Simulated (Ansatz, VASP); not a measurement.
**MnS in VASP and in Ansatz**

```xyz
4
Lattice="0.0000 3.2117 3.2117 3.2117 0.0000 3.2117 3.2117 3.2117 0.0000" Properties=species:S:1:pos:R:3 pbc="T T T"
Mn    0.0000    0.0000    0.0000
Mn    3.2117    3.2117    3.2117
S     1.6058    1.6058    1.6058
S     4.8175    4.8175    4.8175
```

Alike in both runs: task single point; functional LDA; k mesh 5 × 5 × 5; occupations gaussian, width 0.05 eV; collinear spin; Hubbard terms Mn d U = 8.0 eV.

```csv
,VASP,Ansatz
version,VASP 6.6.1,Ansatz 0.2.0
potentials or method,"VASP PAW LDA potentials, release 64 (Mn_pv, S), cutoff 520 eV","all-electron LAPW, scalar-relativistic"
```

```tsv
	VASP	Ansatz	Ansatz less VASP
gap on the k mesh at the Fermi level (eV)	none	none	-
pressure (GPa)	0.1	2.4	+2.34
net moment per atom (μB)	0.00	0.00	0.000
size of the moment on the site where the two differ most (μB)	4.62	4.76	+0.131
```

LDA's correlation is that of Perdew and Zunger in VASP and of Perdew and Wang (1992) in Ansatz. Site moments also hang on the region over which each program counts them. The programs project onto different local orbitals, so the same U acts differently, and such runs can settle in different states. A gap of «none» marks a metal or a gap that the smearing closes. Ansatz ran all-electron here, and VASP with PAW potentials.

Noted on Ansatz's run: the k mesh is thin for a metal, which can move the energy by tens of meV per atom; the magnetic state may not be the lowest; U is the effective U less J, on atomic orbitals that reach past the spheres.
